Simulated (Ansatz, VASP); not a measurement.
**Ti5N4: VASP beside Ansatz**

```
Ti N
1.0
     2.97263    0.00000    0.00000
    -1.48632    2.57437    0.00000
     0.00000    0.00000   24.70857
Ti N
5 4
Direct
  0.66667 0.33333 0.30841
  0.33333 0.66667 0.40145
  0.00000 0.00000 0.50000
  0.66667 0.33333 0.59855
  0.33333 0.66667 0.69159
  0.00000 0.00000 0.35111
  0.66667 0.33333 0.45146
  0.33333 0.66667 0.54854
  0.00000 0.00000 0.64889
```

Alike in both runs: functional PBEsol; k mesh 12 × 12 × 1; occupations gaussian, width 0.1 eV; no spin polarisation.

Ansatz relaxed the structure, and its values are those at the end. VASP's run is a single point on that final structure, the one shown.

|  | VASP | Ansatz |
| --- | --- | --- |
| version | VASP 6.6.1 | Ansatz 0.2.0 |
| potentials or method | VASP PAW PBE potentials, release 64 (Ti_sv, N), cutoff 520 eV | scalar-relativistic, plane waves, PAW |
| valence electrons in the cell | 80 | 80 |

VASP gave:

| Item | Value |
| --- | --- |
| gap on the k mesh at the Fermi level (eV) | none |
| rms of the force components (eV/Å) | 0.009 |
| work function, face that differs most (eV) | 4.68 |

Task: Which values does Ansatz return?

Result: gap on the k mesh at the Fermi level (eV): none; rms of the force components (eV/Å): 0.001; work function, face that differs most (eV): 4.69.

VASP's potentials were made for PBE, not for PBEsol. A gap of «none» marks a metal or a gap that the smearing closes. Ansatz's warnings: xc potential rough in thin density.
